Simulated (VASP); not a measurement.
Set up this calculation in VASP 6.6.1, as the native input.

```yaml
Task: single point
Functional: LDA
Potentials_or_basis: VASP PAW LDA potentials, release 64 (Al, Au)
Cutoff: 520 eV
k_mesh: 9 × 9 × 1
Occupations: gaussian, width 0.1 eV
Spin: no spin polarisation
Dipole_correction: yes
Further_INCAR_settings: ALGO = Normal; EDIFF = 1e-06; NBANDS = 40
```

The structure of Al8Au3 lies in POSCAR:

```
Al8Au3
1.0
    4.2426406861     -0.0000000029      0.0000000000
   -2.1213203406      3.6742346148      0.0000000000
    0.0000000000      0.0000000000     32.1243554690
Al Au
8 3
Direct
    0.6666666667      0.3333333333      0.3112902922
    0.0000000000      0.0000000000      0.3652073502
    0.3333333333      0.6666666667      0.4191244083
    0.6666666667      0.3333333333      0.4730414663
    0.0000000000      0.0000000000      0.5240292013
    0.3333333333      0.6666666667      0.5804737129
    0.6666666667      0.3333333333      0.6354827577
    0.0000000000      0.0000000000      0.6829738571
    0.6666666667      0.3333333333      0.3921658839
    0.3333333333      0.6666666667      0.4992667482
    0.0000000000      0.0000000000      0.6033919265
```

These files were run (other wordings do the same):

INCAR

```
SYSTEM = Al8Au3
  PREC = Accurate
  ENCUT = 520
  EDIFF = 1E-6
  ISMEAR = 0
  SIGMA = 0.1
  LREAL = .FALSE.
  LASPH = .TRUE.
  NELM = 60
  ALGO = Normal
  ISIF = 2
  LWAVE = .FALSE.
  LCHARG = .FALSE.
  LDIPOL = .TRUE.
  IDIPOL = 3
  DIPOL = 0.5 0.5 0.499
  GGA = CA
  NBANDS = 40
```

KPOINTS

```
Automatic mesh
0
G
  9 9 1
  0 0 0
```

Potentials or basis: VASP PAW LDA potentials, release 64 (Al, Au).

Run with:

```console
$ cat potpaw_LDA.64/Al/POTCAR potpaw_LDA.64/Au/POTCAR > POTCAR
$ mpirun -np 1 vasp_std > vasp.out
```

It gave:

```yaml
Largest_force: 0.419 eV/Å
```

It took 9.5 min on 1 thread of Oxide Virtual Turin-like Processor, with other jobs on the host, peak memory 0.47 GiB.
